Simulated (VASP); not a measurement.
Ir:

```
CELL_PARAMETERS angstrom
2.78758 0.00000 0.00000
-1.39379 2.41412 0.00000
0.00000 0.00000 4.52101
ATOMIC_POSITIONS crystal
Ir 0.33333 0.66667 0.25000
Ir 0.66667 0.33333 0.75000
```

This cell differs from its parent crystal: volume scaled by 1.04.

Base run:

```yaml
Program: VASP 6.6.1
Functional: LDA
Potentials_or_basis: VASP PAW LDA potentials, release 64 (Ir)
Cutoff: 520 eV
k_mesh: 11 × 11 × 6
Occupations: fermi-dirac, width 0.05 eV
Spin: no spin polarisation
```

Its results: band gap on the k mesh zero (band 9 reaches 10.02 eV, above the bottom of band 10 at 7.15 eV); pressure -26.8 GPa.

Problem. After a change of settings the same cell gave: band gap on the k mesh zero (band 9 reaches 10.13 eV, above the bottom of band 10 at 7.26 eV); pressure -12.9 GPa. Which change was it?
A. further incar settings from ALGO = Fast; EDIFF = 1e-07; NBANDS = 16 to ALGO = Normal; EDIFF = 1e-06; NBANDS = 16
B. potentials or basis from VASP PAW LDA potentials, release 64 (Ir) to VASP PAW LDA potentials, release 64 (Ir_sv_GW); cutoff from 520 eV to 500 eV; further incar settings from ALGO = Fast; EDIFF = 1e-07; NBANDS = 16 to ALGO = Normal; EDIFF = 1e-06; NBANDS = 24; valence electrons from 18 to 34
C. functional from LDA to PBE; potentials or basis from VASP PAW LDA potentials, release 64 (Ir) to VASP PAW PBE potentials, release 64 (Ir)

Solution. C.

Caveats: spin-orbit coupling is left out, which moves the levels of the heavy elements.
